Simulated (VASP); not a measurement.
Mo, 1 atom in the cell. The structure is cubic, space group Pm-3m (No. 221). The conventional cell has a = 2.367 Å, b = 2.367 Å, c = 2.367 Å, α = 90.00°, β = 90.00°, γ = 90.00°. Within 3.1 Å of Mo (site symmetry m-3m) lie 6 Mo at 2.37 Å.  This cell differs from its parent crystal: volume scaled by 0.78.

```yaml
Program: VASP 6.6.1
Task: single point
Functional: PBEsol
Potentials_or_basis: VASP PAW PBE potentials, release 64 (Mo_sv)
Cutoff: 520 eV
k_mesh: 15 × 15 × 15
Occupations: fermi-dirac, width 0.1 eV
Spin: no spin polarisation
Dipole_correction: no
Further_INCAR_settings: ALGO = Normal; EDIFF = 1e-06; NBANDS = 13
```

Potentials or basis: VASP PAW PBE potentials, release 64 (Mo_sv).

Command:

```bash
$ cat potpaw_PBE.64/Mo_sv/POTCAR > POTCAR
$ mpirun -np 1 vasp_std > vasp.out
```

Hardware: 1 thread of AMD EPYC 7R13, with other jobs on the host.

How long does it take, and how much memory?

It took 29 s on 1 thread of AMD EPYC 7R13, on a shared host, peak memory 0.1 GiB. Counts: scf iterations 11, k points 120.
